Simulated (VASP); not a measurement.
# Sr (C2/c) in VASP: a series of runs

Runs on Sr. Level: PBEsol. Tasks: single point.

Program: VASP 6.6.1. These are calculated values, not measurements. Logs are shortened: lines on timing, memory, paths and dates and some standing lists are left out, and cuts for length are marked.

### 1 The cell of the first run

Symmetry: C2/c, No. 15, monoclinic system. Conventional cell: a = 4.195 Å, b = 7.265 Å, c = 6.882 Å, α = 90.00°, β = 91.72°, γ = 90.00°. Sr (site symmetry 2) has 12 Sr at 4.16 to 4.26 Å within 5.5 Å.

### 2 Single point, PBEsol (shear of c along a, cell held: +3.0 %, then relaxed in part)

Input file INCAR:

```
SYSTEM = Sr
PREC = Accurate
ENCUT = 520
EDIFF = 1E-7
ISMEAR = 0
SIGMA = 0.1
LREAL = .False.
LASPH = .True.
NELM = 60
ALGO = Fast
ISIF = 2
LWAVE = .False.
LCHARG = .False.
GGA = PS
NBANDS = 17
```

Input file KPOINTS:

```
regular mesh
0
Gamma
  12 12 8
  0 0 0
```

Input file POSCAR:

```
Sr
1.0
    4.1945373725      0.0000000000      0.0000000000
   -2.0972686862      3.6325759217      0.0000000000
    0.2063557588      0.0000000000      6.8785252927
Sr
2
Direct
    0.3333333333      0.6666666667      0.2500000000
    0.6666666666      0.3333333333      0.7500000000
```

Potentials or basis: VASP PAW PBE potentials, release 64 (Sr_sv).

The run is started by

```
cat potpaw_PBE.64/Sr_sv/POTCAR > POTCAR
mpirun -np 1 vasp_std > vasp.out
```

OUTCAR:

```text
SYSTEM = Sr
   PREC = Accurate
   ENCUT = 520
   EDIFF = 1E-7
   ISMEAR = 0
   LREAL = .False.
   LASPH = .True.
   NELM = 60
   ISIF = 2
   GGA = PS

 ion  position               nearest neighbor table
   1  0.333  0.667  0.250-   2 4.16   2 4.16   2 4.21   2 4.21   2 4.26   2 4.26
   2  0.667  0.333  0.750-   1 4.16   1 4.16   1 4.21   1 4.21   1 4.26   1 4.26

  LATTYP: Found a base centered monoclinic cell.
 ALAT       =     4.1945373725
 B/A-ratio  =     1.7320508076
 C/A-ratio  =     1.6406147620
 COS(beta)  =    -0.0299865091

  Lattice vectors:

 A1 = (  -2.0972686862,   3.6325759217,   0.0000000000)
 A2 = (  -2.0972686863,  -3.6325759217,   0.0000000000)
 A3 = (   0.2063557588,   0.0000000000,   6.8785252927)

Analysis of symmetry for initial positions (statically):
=====================================================================
 Subroutine PRICEL returns:
 Original cell was already a primitive cell.

 Routine SETGRP: Setting up the symmetry group for a
 base centered monoclinic supercell.

 Subroutine GETGRP returns: Found  4 space group operations
 (whereof  2 operations were pure point group operations)
 out of a pool of  4 trial point group operations.

The static configuration has the point symmetry S_2 .
 The point group associated with its full space group is C_2h.

Analysis of symmetry for dynamics (positions and initial velocities):
=====================================================================
 Subroutine PRICEL returns:
 Original cell was already a primitive cell.

 Routine SETGRP: Setting up the symmetry group for a
 base centered monoclinic supercell.

 Subroutine GETGRP returns: Found  4 space group operations
 (whereof  2 operations were pure point group operations)
 out of a pool of  4 trial point group operations.

The dynamic configuration has the point symmetry S_2 .
 The point group associated with its full space group is C_2h.

 Subroutine INISYM returns: Found  4 space group operations
 (whereof  2 operations are pure point group operations),
 and found     1 'primitive' translations

----------------------------------------------------------------------------------------

                                     Primitive cell

  volume of cell :     104.8079

  direct lattice vectors                    reciprocal lattice vectors
     4.194537373  0.000000000  0.000000000     0.238405314  0.137643372 -0.007152159
[... 78 lines left out ...]
   ISTART =      0    job   : 0-new  1-cont  2-samecut
   ICHARG =      2    charge: 1-file 2-atom 10-const
   ISPIN  =      1    spin polarized calculation?
   LNONCOLLINEAR =      F non collinear calculations
   LSORBIT =      F    spin-orbit coupling
   LASPH  =      T    aspherical Exc in radial PAW
   ENCUT  =  520.0 eV  38.22 Ry    6.18 a.u.   7.80  7.80 12.80*2*pi/ulx,y,z
   NELM   =     60;   NELMIN=  2; NELMDL= -5     # of ELM steps
   EDIFF  = 0.1E-06   stopping-criterion for ELM
   LREAL  =      F    real-space projection
   EDIFFG = 0.1E-05   stopping-criterion for IOM
   NSW    =      0    number of steps for IOM
   IBRION =     -1    ionic relax: 0-MD 1-quasi-New 2-CG
   NFREE  =      0    steps in history (QN), initial steepest desc. (CG)
   ISIF   =      2    stress and relaxation
   ISYM   =      2    0-nonsym 1-usesym 2-fastsym
   POTIM  = 0.5000    time-step for ionic-motion
   TEBEG  =    0.0;   TEEND  =   0.0 temperature during run
   PSTRESS=    0.0 pullay stress
   NELECT =      20.0000    total number of electrons
   NUPDOWN=      -1.0000    fix difference up-down
   EMIN   =  10.00;   EMAX   =-10.00  energy-range for DOS
   EFERMI =   0.00;   METHOD = LEGACY
   ISMEAR =     0;   SIGMA  =   0.10  broadening in eV -4-tet -1-fermi 0-gaus
   EFERMI_NEDOS =   21; number of points for ismear=-14 and -15
   IALGO  =     68    algorithm
   IMIX   =      4    mixing-type and parameters
     AMIX     =   0.40;   BMIX     =  1.00
     AMIX_MAG =   1.60;   BMIX_MAG =  1.00
  volume/ion in A,a.u.               =      52.40       353.64
  Fermi-wavevector in a.u.,A,eV,Ry     =   0.942512  1.781089 12.086443  0.888328
  Thomas-Fermi vector in A             =   2.070128
   LORBIT       =      0    0 simple, 1 ext, 2 COOP (PROOUT), +10 PAW based schemes
   GGA     = PS    functional components
   LHFCALC =     F    Hartree Fock is set to
   AEXX    =    0.0000 exact exchange contribution
   IVDW    =     0    specifies the selected vdW correction
   LEPSILON=     F    determine dielectric tensor
   LRPA    =     F    only Hartree local field effects (RPA)
 non-spin polarized calculation
 RMM-DIIS sequential band-by-band and
 Gauss-broadening in eV      SIGMA  =   0.10
  energy-cutoff  :      520.00
  volume of cell :      104.81
 maximum number of plane-waves:      2847
   NGX = 15   NGY = 15   NGZ = 25

 number of electron      20.0000000 magnetization

 Free energy of the ion-electron system (eV)
  ---------------------------------------------------
  ext. energy  EPLUGINS =         0.00000000
  ---------------------------------------------------
  free energy    TOTEN  =        -3.67465234 eV

  energy without entropy =       -3.66300131  energy(sigma->0) =       -3.66882683

 E-fermi :   1.6830     XC(G=0):  -7.5827

 val. band max:        1.6828616620   @ k =   0.5000   0.2500   0.1250
 cond. band min:       1.6838781665   @ k =   0.0000   0.4167   0.0000
 fundamental gap:      0.0010165044
 Fermi energy:         1.6830312231

 k-point     1 :       0.0000    0.0000    0.0000
  band No.  band energies     occupation
      1     -34.7775      2.00000
      2     -34.7600      2.00000
      3     -16.9035      2.00000
      4     -16.7016      2.00000
      5     -16.7009      2.00000
      6     -16.6703      2.00000
[... 457 lines left out ...]
      4     -16.8358      2.00000
      5     -16.7894      2.00000
      6     -16.7785      2.00000
[... 9 lines left out ...]
     16       5.7669      0.00000
     17       5.8192      0.00000

 [... further k-points ...]
[... 5 lines left out ...]
  --------------------------------------------------------------------------------------
  -------------------------------------------------------------------------------------
  Total        0.0008297      0.0057050     -0.0064565      0.0000000      0.0000000     -0.1285229
  in kB        0.0126831      0.0872112     -0.0986996      0.0000000      0.0000000     -1.9647033
  external PRESSURE =       0.0003982 kB  Pullay stress =       0.0000000 kB

 VOLUME and BASIS-vectors are now :
 -----------------------------------------------------------------------------
  energy-cutoff  :      520.00
  volume of cell :      104.81
      direct lattice vectors                 reciprocal lattice vectors
     4.194537373  0.000000000  0.000000000     0.238405314  0.137643372 -0.007152159
    -2.097268686  3.632575922  0.000000000     0.000000000  0.275286745  0.000000000
     0.206355759  0.000000000  6.878525293     0.000000000  0.000000000  0.145379999

 POSITION                                       TOTAL-FORCE (eV/Angst)
 -----------------------------------------------------------------------------------
      0.05159      2.42172      1.71963         0.000000      0.003254     -0.000000
      2.25204      1.21086      5.15889        -0.000000     -0.003254      0.000000
 -----------------------------------------------------------------------------------
    total drift:                                0.000000      0.000000      0.000000

  FREE ENERGIE OF THE ION-ELECTRON SYSTEM (eV)
  ---------------------------------------------------
  free  energy   TOTEN  =        -3.6746523449 eV

  energy  without entropy=       -3.6630013142  energy(sigma->0) =       -3.66882683
```

OSZICAR:

```text
N       E                     dE             d eps       ncg     rms          rms(c)
DAV:   1     0.105282218562E+03    0.10528E+03   -0.94134E+03 10880   0.993E+02
DAV:   2     0.464876491658E+01   -0.10063E+03   -0.99107E+02 13957   0.228E+02
DAV:   3    -0.349794585135E+01   -0.81467E+01   -0.81146E+01 19957   0.461E+01
DAV:   4    -0.367971562076E+01   -0.18177E+00   -0.18164E+00 14504   0.626E+00
DAV:   5    -0.368430936183E+01   -0.45937E-02   -0.45932E-02 17924   0.748E-01    0.171E+01
RMM:   6    -0.367794275108E+01    0.63666E-02   -0.11017E-02 11645   0.113E+00    0.975E+00
RMM:   7    -0.367399915448E+01    0.39436E-02   -0.22731E-02 12731   0.165E+00    0.358E-01
RMM:   8    -0.367444284907E+01   -0.44369E-03   -0.73527E-03 14839   0.452E-01    0.104E-01
RMM:   9    -0.367459103144E+01   -0.14818E-03   -0.12881E-03 17886   0.137E-01    0.113E-01
RMM:  10    -0.367463773182E+01   -0.46700E-04   -0.43144E-04 17202   0.803E-02    0.165E-01
RMM:  11    -0.367464946971E+01   -0.11738E-04   -0.67900E-05 17495   0.361E-02    0.258E-02
RMM:  12    -0.367465088638E+01   -0.14167E-05   -0.37974E-05 18451   0.183E-02    0.128E-02
RMM:  13    -0.367465144369E+01   -0.55731E-06   -0.57343E-06 17812   0.959E-03    0.462E-03
RMM:  14    -0.367465181754E+01   -0.37386E-06   -0.32590E-06 17236   0.679E-03    0.187E-03
RMM:  15    -0.367465210043E+01   -0.28289E-06   -0.10278E-06 15158   0.353E-03    0.227E-03
RMM:  16    -0.367465225230E+01   -0.15187E-06   -0.62193E-07 13658   0.246E-03    0.888E-04
RMM:  17    -0.367465234489E+01   -0.92592E-07   -0.24251E-07 11652   0.178E-03
   1 F= -.36746523E+01 E0= -.36688268E+01  d E =-.116510E-01
```

It took 6.7 min on 1 thread of Intel Xeon Platinum 8559C (Emerald Rapids), shared host; peak memory 0.59 GiB.

Results:

```
Free energy            : -3.6747 eV
Pressure               : 0.0 GPa
Largest force          : 0.003 eV/Å
Band gap on the k mesh : zero (bands 10 and 11 overlap by 0.22 eV)
```

Forces in eV/Å, atoms in the order of the input:
```
Sr   0.000  0.003  0.000
Sr   0.000 -0.003  0.000
```

Caveat: the cell differs from its parent crystal (shear of c along a, cell held: +3.0 %, then relaxed in part); the PAW data sets were made with another functional, which shifts forces and pressure a little.

(Continued in part 2 of 2.)
